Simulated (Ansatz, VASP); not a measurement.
**One calculation of GaSb, two programs**

Contents of INCAR:

```
SYSTEM = GaSb
PREC = Accurate
ENCUT = 520
EDIFF = 1E-6
ISMEAR = 0
SIGMA = 0.02
LREAL = .False.
LASPH = .True.
NELM = 80
ALGO = Normal
ISIF = 2
LWAVE = .False.
LCHARG = .True.
GGA = CA
LELF = .True.
LVHAR = .True.
NBANDS = 16
```

File KPOINTS:

```
regular mesh
0
Gamma
  8 8 8
  0 0 0
```

The input POSCAR:

```
GaSb
1.0
   -2.7534340000      2.7534340000      1.5801022867
    2.7534340000     -2.7534340000      1.5801022867
    2.7534340000      2.7534340000     -1.5801022867
Ga Sb
1 1
Direct
    0.2500000000      0.7500000000      0.5000000000
    0.0000000000      0.0000000000      0.0000000000
```

Input for Ansatz:

```yaml
crystal:
  lattice:
    - [-2.753434, 2.753434, 1.5801022866666667]
    - [2.753434, -2.753434, 1.5801022866666667]
    - [2.753434, 2.753434, -1.5801022866666667]
  atoms:
    - { symbol: Ga, position: [0.25, 0.75, 0.5] }
    - { symbol: Sb, position: [0.0, 0.0, 0.0] }
basis:
  ecutwfc: 520.0
kpoints:
  mp_grid:
    grid: [8, 8, 8]
hamiltonian:
  xc: lda
scf:
  occupations:
    method: gaussian
    width: 0.02
output:
  stress: true
```

Alike in both runs: task single point; functional LDA; k mesh 8 × 8 × 8; occupations gaussian, width 0.02 eV; no spin polarisation.

```csv
,VASP,Ansatz
version,VASP 6.6.1,Ansatz 0.2.0
potentials or method,"VASP PAW LDA potentials, release 64 (Ga_d, Sb), cutoff 520 eV","plane waves, PAW"
valence electrons in the cell,18,28
```

```tsv
	VASP	Ansatz	Ansatz less VASP
pressure (GPa)	-3.9	-4.0	-0.12
traceless stress, the component that is largest in VASP (GPa)	1.63	1.63	0.000
```

LDA's correlation is that of Perdew and Zunger in VASP and of Perdew and Wang (1992) in Ansatz. VASP's potentials hold 18 valence electrons a cell and Ansatz's 28, so a difference there can come from the potentials and not from the codes.

Spin-orbit coupling is off throughout.
